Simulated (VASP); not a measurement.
Set up this calculation in VASP 6.6.1, as the native input.

```yaml
Task: single point
Functional: LDA
Potentials_or_basis: VASP PAW LDA potentials, release 64 (Sr_sv, O)
Cutoff: 600 eV
k_mesh: 8 × 8 × 8
Occupations: gaussian, width 0.01 eV
Spin: no spin polarisation
Dipole_correction: no
Further_INCAR_settings: ALGO = Normal; EDIFF = 1e-06; NBANDS = 15
```

The structure of SrO (lda) lies in POSCAR:

```
SrO
1.0
    0.0000000000      2.5070206759      2.5070206759
    2.5070206759      0.0000000000      2.5070206759
    2.5070206759      2.5070206759      0.0000000000
Sr O
1 1
Direct
    0.0000000000      0.0000000000      0.0000000000
    0.5000000000      0.5000000000      0.5000000000
```

The input as run:

INCAR

```
SYSTEM = SrO
PREC = Accurate
ENCUT = 600
EDIFF = 1E-6
ISMEAR = 0
SIGMA = 0.01
LREAL = .False.
LASPH = .True.
NELM = 120
ALGO = Normal
ISIF = 2
LWAVE = .False.
LCHARG = .False.
NBANDS = 15
GGA_COMPAT = .False.
```

KPOINTS

```
regular mesh
0
Gamma
  8 8 8
  0 0 0
```

Potentials or basis: VASP PAW LDA potentials, release 64 (Sr_sv, O).

The run is started by

```sh
$ cat potpaw_LDA.64/Sr_sv/POTCAR potpaw_LDA.64/O/POTCAR > POTCAR
$ mpirun -np 1 vasp_std > vasp.out
```

Results of the run:

```
Pressure               : 4.2 GPa
Band gap on the k mesh : 3.03 eV, indirect (least direct gap 3.05 eV)
```

Wall time 11 s on 1 thread of Intel Xeon 6975P-C (shared host), peak memory 0.15 GiB.
